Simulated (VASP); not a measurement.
Input of a VASP 6.6.1 run:

File INCAR:

```
SYSTEM = ErSc2Sb3
PREC = Accurate
ENCUT = 500
EDIFF = 1E-6
ISMEAR = 0
SIGMA = 0.2
LREAL = .False.
LASPH = .True.
NELM = 200
ALGO = Normal
ISIF = 2
LWAVE = .False.
LCHARG = .False.
GGA = PE
NBANDS = 32
GGA_COMPAT = .False.
LMAXMIX = 6
```

KPOINTS

```
Automatic mesh
0
Gamma
  3 3 3
  0 0 0
```

The input POSCAR:

```
ErSc2Sb3
1.0
    5.5736590642      0.0000000000      0.0000000000
    0.0000000000      5.5736590642      0.0000000000
    0.0000000000      0.0000000000      5.8697899739
Er Sc Sb
1 2 3
Direct
    0.0000000000      0.0000000000      0.5000000000
    0.0000000000      0.5000000000      0.5000000000
    0.5000000000      0.0000000000      0.5000000000
    0.5000000000      0.5000000000      0.7520007453
    0.5000000000      0.5000000000      0.2479992547
    0.0000000000      0.0000000000      0.0000000000
```

Potentials or basis: VASP PAW PBE potentials, release 64 (Er_3, Sc_sv, Sb), 4f in core.

The run is started by

```console
$ cat potpaw_PBE.64/Er_3/POTCAR potpaw_PBE.64/Sc_sv/POTCAR potpaw_PBE.64/Sb/POTCAR > POTCAR
$ mpirun -np 1 vasp_std > vasp.out
```

**Question.** Predict the pressure.

**Answer.** 0.2 GPa.

**Question.** What does it give for the largest force?

**Answer.** 0.006 eV/Å.

Forces on the atoms (eV/Å):
```
Er   0.000  0.000  0.000
Sc   0.000  0.000  0.000
Sc   0.000  0.000  0.000
Sb   0.000  0.000  0.006
Sb   0.000  0.000 -0.006
Sb   0.000  0.000  0.000
```

Caveat: the k points lie up to 0.38 Å⁻¹ apart; spin-orbit coupling is left out, which moves the levels of the heavy elements; the 4f electrons are frozen in the core, so they carry no moment and show no levels. Spin polarisation is off, so any magnetic state and its effect on volume and gap are missing.
